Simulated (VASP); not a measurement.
Wanted: the native input for a VASP 6.6.1 run.

```
Task                   : single point
Functional             : r2SCAN
Potentials or basis    : VASP PAW PBE potentials, release 64 (Os)
Cutoff                 : 520 eV
k mesh                 : 22 × 22 × 12
Occupations            : fermi-dirac, width 0.1 eV
Spin                   : no spin polarisation
Dipole correction      : no
Further INCAR settings : ALGO = Normal; EDIFF = 1e-06; NBANDS = 15
```

The system is Os.

```xyz
2
Lattice="2.7394 0.0000 0.0000 -1.3697 2.3724 0.0000 0.0000 0.0000 4.3138" Properties=species:S:1:pos:R:3 pbc="T T T"
Os    0.0000    1.5816    1.0785
Os    1.3697    0.7908    3.2354
```

These files were run (other wordings do the same):

POSCAR

```
Os
1.0
    2.7393806301      0.0000000000      0.0000000000
   -1.3696903150      2.3723732163      0.0000000000
    0.0000000000      0.0000000000      4.3138179181
Os
2
Direct
    0.3333333333      0.6666666667      0.2500000000
    0.6666666667      0.3333333333      0.7500000000
```

INCAR.step1

```
ALGO = Normal
EDIFF = 1E-4
ENCUT = 520
GGA = PE
ISMEAR = -1
LASPH = T
LCHARG = F
LREAL = F
LWAVE = T
NBANDS = 15
NELM = 60
PREC = Accurate
SIGMA = 0.1
```

INCAR.step2

```
ALGO = Normal
EDIFF = 1E-6
ENCUT = 520
ISIF = 2
ISMEAR = -1
ISTART = 1
LASPH = T
LCHARG = F
LMIXTAU = T
LREAL = F
LWAVE = F
METAGGA = R2SCAN
NBANDS = 15
NELM = 60
PREC = Accurate
SIGMA = 0.1
```

KPOINTS

```
k-points
0
Gamma
  22 22 12
```

Potentials or basis: VASP PAW PBE potentials, release 64 (Os).

Launch:

```sh
$ cat potpaw_PBE.64/Os/POTCAR > POTCAR
$ cp INCAR.step1 INCAR
$ mpirun -np 1 vasp_std > vasp.out
$ cp INCAR.step2 INCAR
$ mpirun -np 1 vasp_std > vasp.out
```

Results of the run:

| Item | Value |
| --- | --- |
| Pressure | 1.0 GPa |
| Band gap on the k mesh | zero (bands 8 and 9 overlap by 4.07 eV) |

Caveat: the PAW data sets were made with another functional, which shifts forces and pressure a little; spin-orbit coupling is left out, which moves the levels of the heavy elements.

It took 5.4 min on 1 thread of Intel(R) Xeon(R) Platinum 8488C (Sapphire Rapids) (shared host), peak memory 0.24 GiB.
